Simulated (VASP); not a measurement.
FeS2:

```xyz
6
Lattice="4.4338 0.0000 0.0000 0.0000 5.4126 0.0000 0.0000 0.0000 3.3875" Properties=species:S:1:pos:R:3 pbc="T T T"
Fe    2.2169    2.7063    1.6937
Fe    0.0000    0.0000    0.0000
S     1.3028    4.7348    1.6937
S     3.1310    0.6778    1.6937
S     0.9141    2.0285    0.0000
S     3.5197    3.3841    0.0000
```

- Program: VASP 6.6.1
- Task: relaxation of cell and atoms
- Functional: PBE
- Dispersion: D3(BJ)
- Potentials or basis: VASP PAW PBE potentials, release 64 (Fe, S)
- Cutoff: 600 eV
- k mesh: 6 × 6 × 8
- Occupations: gaussian, width 0.02 eV
- Spin: no spin polarisation

At the start: pressure -4.4 GPa; volume 13.55 Å³/atom.

Question: How do energy, volume and symmetry change on relaxing?

Answer: Over 5 steps the energy falls by 5.9 meV/atom and the volume is 13.15 Å³/atom (-2.9 %); space group Pnnm (No. 58, to 0.05 Å).

The path:
| step | energy change (eV) | largest force (eV/Å) | pressure (GPa) | volume (Å³) |
| --- | --- | --- | --- | --- |
| 1 | 0.0000 | 0.0801 | -4.45 | 81.29 |
| 2 | -0.0066 | 0.1230 | 4.56 | 76.95 |
| 3 | -0.0340 | 0.0979 | 0.06 | 78.95 |
| 4 | -0.0353 | 0.0430 | 0.03 | 78.93 |
| 5 | -0.0355 | 0.0125 | 0.03 | 78.91 |

Final structure:
```yaml
crystal:
  lattice:
    - [4.38444, 0.00000, 0.00000]
    - [0.00000, 5.35980, 0.00000]
    - [0.00000, 0.00000, 3.35806]
  atoms:
    - { symbol: Fe, position: [0.50000, 0.50000, 0.50000] }
    - { symbol: Fe, position: [0.00000, 0.00000, 0.00000] }
    - { symbol: S, position: [0.29554, 0.87569, 0.50000] }
    - { symbol: S, position: [0.70446, 0.12431, 0.50000] }
    - { symbol: S, position: [0.20446, 0.37569, 0.00000] }
    - { symbol: S, position: [0.79554, 0.62431, 0.00000] }
```
